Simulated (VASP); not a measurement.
Set up this calculation in VASP 6.6.1, as the native input.

```
Task                   : single point
Functional             : BLYP
Potentials or basis    : VASP PAW PBE potentials, release 64 (B, As)
Cutoff                 : 500 eV
k mesh                 : 6 × 6 × 6
Occupations            : gaussian, width 0.1 eV
Spin                   : collinear spin, zero start
Starting moments       : [0.0, 0.0] μB
Dipole correction      : no
Further INCAR settings : ALGO = Normal; EDIFF = 1e-06; NBANDS = 15
```

The structure of BAs lies in POSCAR:

```
BAs
1.0
    0.0000000000      2.4096270000      2.4096270000
    2.4096270000      0.0000000000      2.4096270000
    2.4096270000      2.4096270000      0.0000000000
B As
1 1
Direct
    0.2500000000      0.2500000000      0.2500000000
    0.0000000000      0.0000000000      0.0000000000
```

One way to write it, as run:

INCAR

```
PREC = Accurate
ENCUT = 500
EDIFF = 1E-6
ISMEAR = 0
SIGMA = 0.1
LREAL = F
LASPH = T
NELM = 200
ALGO = Normal
ISIF = 2
LWAVE = F
LCHARG = T
ISPIN = 2
MAGMOM = 0 0
LORBIT = 11
GGA = B5
ALDAX = 1.0
AGGAX = 1.0
AGGAC = 1.0
ALDAC = 0.0
LELF = T
LVHAR = T
NBANDS = 15
GGA_COMPAT = F
```

KPOINTS

```
regular mesh
0
Gamma
  6 6 6
```

Potentials or basis: VASP PAW PBE potentials, release 64 (B, As).

Command:

```bash
$ cat potpaw_PBE.64/B/POTCAR potpaw_PBE.64/As/POTCAR > POTCAR
$ mpirun -np 1 vasp_std > vasp.out
```

It gave:

```json
{"Pressure": "4.9 GPa", "Band gap on the k mesh": "1.50 eV, indirect (least direct gap 3.33 eV)", "Net moment": "0.00 μB per cell", "Valence electrons inside the program's atomic spheres": "B 1.82; As 2.93"}
```

Caveat: the PAW data sets were made with another functional, which shifts forces and pressure a little.

It took 48 s on 1 thread of AMD EPYC 7R13, on a shared host, peak memory 0.14 GiB.
